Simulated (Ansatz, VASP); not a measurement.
## LiH in VASP and in Ansatz

POSCAR

```
LiH
1.0
    2.6462545853      0.0000000000      0.0000000000
    0.0000000000      2.6462545853      0.0000000000
    0.0000000000      0.0000000000      2.5664736391
Li H
1 1
Direct
    0.0000000000      0.0000000000      0.0000000000
    0.5000000000      0.5000000000      0.5000000000
```

File INCAR.step1:

```
SYSTEM = LiH
PREC = Accurate
ENCUT = 520
ISMEAR = 0
SIGMA = 0.01
LREAL = .False.
LASPH = .True.
NELM = 100
NBANDS = 9
GGA = PE
ALGO = Normal
EDIFF = 1E-4
LWAVE = .True.
LCHARG = .False.
```

File INCAR.step2:

```
SYSTEM = LiH
PREC = Accurate
ENCUT = 520
EDIFF = 1E-6
ISMEAR = 0
SIGMA = 0.01
LREAL = .False.
LASPH = .True.
NELM = 100
ALGO = Normal
ISIF = 2
LWAVE = .False.
LCHARG = .True.
METAGGA = R2SCAN
LMIXTAU = .True.
LELF = .True.
LVHAR = .True.
NBANDS = 9
ISTART = 1
```

The input KPOINTS:

```
regular mesh
0
Gamma
  10 10 10
  0 0 0
```

Input for Ansatz:

```yaml
crystal:
  lattice:
    - [2.6462545853, 0.0, 0.0]
    - [0.0, 2.6462545853, 0.0]
    - [0.0, 0.0, 2.5664736391]
  atoms:
    - { symbol: Li, position: [0.0, 0.0, 0.0] }
    - { symbol: H, position: [0.5, 0.5, 0.5] }
kpoints:
  mp_grid: { grid: [10, 10, 10] }
  band_path:
    path: [[0.0, 0.0, 0.0], [0.0, 0.5, 0.0], [0.5, 0.5, 0.0], [0.5, 0.5, 0.5]]
    npoints: 1
hamiltonian:
  xc: r2scan
scf:
  occupations: { method: fixed }
  n_extra_bands: 4
output:
  forces: true
  stress: true
  eigenvalues: true
```

Change from the starting cell: epitaxial_xy strain +5.8%.

Alike in both runs: task single point; functional r2SCAN; k mesh 10 × 10 × 10; no spin polarisation.

```csv
,VASP,Ansatz
version,VASP 6.6.1,Ansatz 0.2.0
potentials or method,"VASP PAW PBE potentials, release 64 (Li_sv, H)","plane waves, PAW"
plane-wave cutoff (eV),520,500
occupations,"gaussian, width 0.01 eV",fixed
valence electrons in the cell,4,4
```

```tsv
	VASP	Ansatz	Ansatz less VASP
gap on the k mesh at the Fermi level (eV)	1.19	1.06	-0.136
```

VASP's potentials were made for PBE, not for r2SCAN.

Noted on VASP's run: the cutoff is under 1.25 times that of the potentials, so the pressure is a little rough.
